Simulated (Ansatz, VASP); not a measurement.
## PbS: VASP beside Ansatz

INCAR

```
PREC = Accurate
ENCUT = 600
EDIFF = 1E-6
ISMEAR = -1
SIGMA = 0.05
LREAL = F
LASPH = T
NELM = 100
ALGO = Normal
ISIF = 3
LWAVE = F
LCHARG = F
GGA = RE
IVDW = 12
IBRION = 2
NSW = 60
EDIFFG = -0.01
```

KPOINTS

```
regular mesh
0
Gamma
  8 8 8
```

File POSCAR:

```
PbS
1.0
    0.0000000000      2.9657500000      2.9657500000
    2.9657500000      0.0000000000      2.9657500000
    2.9657500000      2.9657500000      0.0000000000
Pb S
1 1
Direct
    0.0000000000      0.0000000000      0.0000000000
    0.5000000000      0.5000000000      0.5000000000
```

File input.yaml:

```yaml
crystal:
  lattice:
    - [0.0, 2.96575, 2.96575]
    - [2.96575, 0.0, 2.96575]
    - [2.96575, 2.96575, 0.0]
  atoms:
    - { symbol: Pb, position: [0.0, 0.0, 0.0] }
    - { symbol: S, position: [0.5, 0.5, 0.5] }
hamiltonian:
  xc: revpbe
  pseudopotentials: { kind: paw }
  dispersion: d3bj
kpoints:
  mp_grid: { grid: [8, 8, 8] }
scf:
  occupations: { method: fermi_dirac, width: 0.05 }
output:
  forces: true
  stress: true
  write_density: true
  write_potential: true
  elf: true
  volumetric_format: npy
relax:
  f_tol: 0.01
  max_steps: 40
  cell: { stress_tol: 0.05 }
```

Alike in both runs: task relaxation of cell and atoms; functional revPBE; dispersion D3(BJ); k mesh 8 × 8 × 8; occupations fermi-dirac, width 0.05 eV; no spin polarisation.

```csv
,VASP,Ansatz
version,VASP 6.6.1,Ansatz 0.2.0
potentials or method,"VASP PAW PBE potentials, release 64 (Pb_d, S)",Ansatz PAW
plane-wave cutoff (eV),600,420
valence electrons in the cell,20,20
```

VASP gave:

* gap on the k mesh at the Fermi level, each at its own relaxed structure (eV): 0.40
* relaxed volume (Å³/atom): 25.88
* relaxed cell length with the largest relative difference (Å): 4.183

What did Ansatz give for the same quantities?

gap on the k mesh at the Fermi level, each at its own relaxed structure (eV): 0.40; relaxed volume (Å³/atom): 25.90; relaxed cell length with the largest relative difference (Å): 4.184.

VASP's potentials were made for PBE, not for revPBE.

Neither program's run includes spin-orbit coupling. Noted on Ansatz's run: the plane-wave basis is chosen anew once the cell has moved, so the energies of steps on either side of that aren't comparable.
